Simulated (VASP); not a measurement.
# CsAg3O2: relaxation of cell and atoms with PBE

Crystal: CsAg3O2.

```
Cs Ag O
1.0
     6.00229    0.00000    0.00000
    -3.00115    5.19814    0.00000
     0.00000    0.00000    3.53525
Cs Ag O
1 3 2
Direct
  0.00000 0.00000 0.00000
  0.00000 0.50000 0.50000
  0.50000 0.50000 0.50000
  0.50000 0.00000 0.50000
  0.66667 0.33333 0.00000
  0.33333 0.66667 0.00000
```

The cell was generated, and may not be a known phase.

```json
{"Program": "VASP 6.6.1", "Task": "relaxation of cell and atoms", "Functional": "PBE", "Potentials or basis": "VASP PAW PBE potentials, release 64 (Cs_sv, Ag, O)", "Cutoff": "600 eV", "k mesh": "6 × 6 × 10", "Occupations": "gaussian, width 0.1 eV", "Spin": "no spin polarisation", "Dipole correction": "no", "Further INCAR settings": "ALGO = Normal; EDIFF = 1e-06; IBRION = 2; EDIFFG = -0.01; NSW = 100; ISIF = 3"}
```

```json
{
  "Relaxed volume": "18.33 Å³/atom",
  "Relaxed cell": "a = 5.998 Å, b = 5.998 Å, c = 3.529 Å, α = 90.00°, β = 90.00°, γ = 120.00°",
  "Space group after relaxing (to 0.1 Å)": "P6/mmm (No. 191)",
  "Energy gained by relaxing": "0.0 meV/atom",
  "Ionic steps": "2",
  "Pressure after relaxing": "0.0 GPa",
  "Band gap on the k mesh": "zero (bands 27 and 28 overlap by 0.08 eV)"
}
```

Stress tensor (GPa, compression positive):
```
 0.07  0.00  0.00
 0.00  0.07  0.00
 0.00  0.00 -0.04
```

The path:
```csv
step,energy change (eV),largest force (eV/Å),pressure (GPa),volume (Å³)
1,0.0000,0.0000,-0.19,110.30
2,-0.0003,0.0000,0.04,109.96
```

Final structure:
```cif
data_structure
_symmetry_space_group_name_H-M 'P 1'
_symmetry_Int_Tables_number 1
_cell_length_a 5.9985
_cell_length_b 5.9985
_cell_length_c 3.5286
_cell_angle_alpha 90.000
_cell_angle_beta 90.000
_cell_angle_gamma 120.000
_cell_volume 109.96
loop_
_atom_site_label
_atom_site_type_symbol
_atom_site_fract_x
_atom_site_fract_y
_atom_site_fract_z
_atom_site_occupancy
Cs1 Cs 0.00000 0.00000 0.00000 1
Ag1 Ag 0.00000 0.50000 0.50000 1
Ag2 Ag 0.50000 0.50000 0.50000 1
Ag3 Ag 0.50000 0.00000 0.50000 1
O1 O 0.66667 0.33333 0.00000 1
O2 O 0.33333 0.66667 0.00000 1
```

Levels at points of the mesh, in eV from the Fermi level:
```
           k point  band 24  band 25  band 26  band 27  band 28  band 29  band 30  band 31
(0.00, 0.00, 0.00)    -2.09    -1.44    -1.39    -1.39     0.47     3.09     4.18     4.18
(0.50, 0.00, 0.00)    -1.66    -1.57    -0.97    -0.17     0.79     0.98     1.72     4.09
(0.00, 0.00, 0.50)    -2.56    -2.50    -0.04    -0.04     0.83     0.83     3.28     3.55
(0.50, 0.00, 0.50)    -2.35    -1.54    -0.87    -0.13     1.05     2.18     2.61     4.75
```

Run time: 91 s on 1 thread of Intel(R) Xeon(R) 6975P-C (Granite Rapids), with other jobs on the host, peak memory 0.36 GiB.

Caveat: semilocal functionals underestimate gaps, and a narrow one can read as zero; spin-orbit coupling is left out, which moves the levels of the heavy elements.
